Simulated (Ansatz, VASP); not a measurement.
**One calculation of SiC, two programs**

```xyz
12
Lattice="2.1781 -2.1781 0.0000 2.1781 0.0000 -2.1781 10.8907 7.6235 7.6235" Properties=species:S:1:pos:R:3 pbc="T T T"
Si    5.6266    1.2703    3.4484
Si    3.4484    1.2703    1.2703
Si    7.8047    3.4484    3.4484
Si   12.1610    5.6266    5.6266
Si    7.8047    5.6266    5.6266
Si    3.4484   -0.9079   -0.9079
C     6.7157    2.3594    2.3594
C     2.3594    2.3594    2.3594
C     6.7157    4.5375    4.5375
C    11.0719    6.7157    6.7157
C     6.7157    6.7157    6.7157
C     2.3594    0.1812    0.1812
```

Alike in both runs: task single point; functional r2SCAN; k mesh 10 × 10 × 2; occupations gaussian, width 0.05 eV; no spin polarisation.

|  | VASP | Ansatz |
| --- | --- | --- |
| version | VASP 6.6.1 | Ansatz 0.2.0 |
| potentials or method | VASP PAW PBE potentials, release 64 (Si, C), cutoff 520 eV | scalar-relativistic, plane waves, PAW |
| valence electrons in the cell | 48 | 48 |

VASP gave:

```
gap on the k mesh at the Fermi level (eV)                     : 1.30
least direct gap on the mesh (eV)                             : 2.12
pressure (GPa)                                                : -1.4
traceless stress, the component that is largest in VASP (GPa) : 6.58
rms of the force components (eV/Å)                            : 0.238
```

Q: Estimate Ansatz's values.

A: gap on the k mesh at the Fermi level (eV): 1.30; least direct gap on the mesh (eV): 2.13; pressure (GPa): -1.3; traceless stress, the component that is largest in VASP (GPa): 6.58; rms of the force components (eV/Å): 0.240.

VASP's potentials were made for PBE, not for r2SCAN. Atom by atom the forces differ by 0.005 eV/Å (rms over components). The functional is the same, so the differences come from potentials, cutoffs and numerics.
